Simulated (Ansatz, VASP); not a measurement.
Al: VASP beside Ansatz

```
Al
1.0
     0.00000    2.06368    2.06368
     2.06368    0.00000    2.06368
     2.06368    2.06368    0.00000
Al
1
Direct
  0.00000 0.00000 0.00000
```

Change from the starting cell: volume scaled by 1.06.

Alike in both runs: task single point; functional LDA; k mesh 17 × 17 × 17; occupations fermi-dirac, width 0.03 eV; no spin polarisation.

|  | VASP | Ansatz |
| --- | --- | --- |
| version | VASP 6.6.1 | Ansatz 0.2.0 |
| potentials or method | VASP PAW LDA potentials, release 64 (Al), cutoff 520 eV | all-electron LAPW, scalar-relativistic |

```tsv
	VASP	Ansatz	Ansatz less VASP
pressure (GPa)	-7.0	-7.0	0.00
```

LDA's correlation is that of Perdew and Zunger in VASP and of Perdew and Wang (1992) in Ansatz. Ansatz ran all-electron here, and VASP with PAW potentials.
